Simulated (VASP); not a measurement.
A run of VASP 6.6.1:

INCAR

```
SYSTEM = MgO
ALGO = Normal
EDIFF = 1E-7
ENCUT = 520
GGA = PE
ISIF = 2
ISMEAR = -1
LASPH = .TRUE.
LCHARG = .FALSE.
LREAL = .FALSE.
LWAVE = .FALSE.
NBANDS = 16
NELM = 100
PREC = Accurate
SIGMA = 0.08
```

File KPOINTS:

```
k-points
0
G
  12 12 7
  0 0 0
```

File POSCAR:

```
MgO
1.0
    3.3145833432      0.0000000000      0.0000000000
   -1.6572916716      2.8705133781      0.0000000000
    0.0000000000      0.0000000000      5.1218808383
Mg O
2 2
Direct
    0.3333333333      0.6666666667     -0.0079274831
    0.6666666667      0.3333333333      0.4920725169
    0.3333333333      0.6666666667      0.3839274831
    0.6666666667      0.3333333333      0.8839274831
```

Potentials or basis: VASP PAW PBE potentials, release 64 (Mg, O).

The run is started by

```sh
$ cat potpaw_PBE.64/Mg/POTCAR potpaw_PBE.64/O/POTCAR > POTCAR
$ mpirun -np 1 vasp_std > vasp.out
```

Hardware: 1 thread of Intel(R) Xeon(R) Platinum 8259CL CPU @ 2.50GHz (Skylake/Cascade Lake), with other jobs on the host.

**Question.** Estimate the wall time of this run.

**Answer.** Run time: 55 s on 1 thread of Intel(R) Xeon(R) Platinum 8259CL CPU @ 2.50GHz (Skylake/Cascade Lake), on a shared host, peak memory 0.21 GiB. Counts: scf iterations 13, k points 76.
